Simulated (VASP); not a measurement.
Crystal: Ta.

```
Ta
1.0
    -1.67301    1.67301    1.67301
     1.67301   -1.67301    1.67301
     1.67301    1.67301   -1.67301
Ta
1
Direct
  0.00000 0.00000 0.00000
```

Base run:

```yaml
Program: VASP 6.6.1
Functional: LDA
Potentials_or_basis: VASP PAW LDA potentials, release 64 (Ta_sv_GW)
Cutoff: 500 eV
k_mesh: 11 × 11 × 11
Occupations: fermi-dirac, width 0.05 eV
Spin: no spin polarisation
```

Its results: pressure -16.6 GPa.

**Question.** The run is repeated on the same cell with these changes: potentials or basis from VASP PAW LDA potentials, release 64 (Ta_sv_GW) to VASP PAW LDA potentials, release 64 (Ta_pv); cutoff from 500 eV to 520 eV; valence electrons from 13 to 11. What comes out?

**Answer.** Pressure -15.4 GPa.
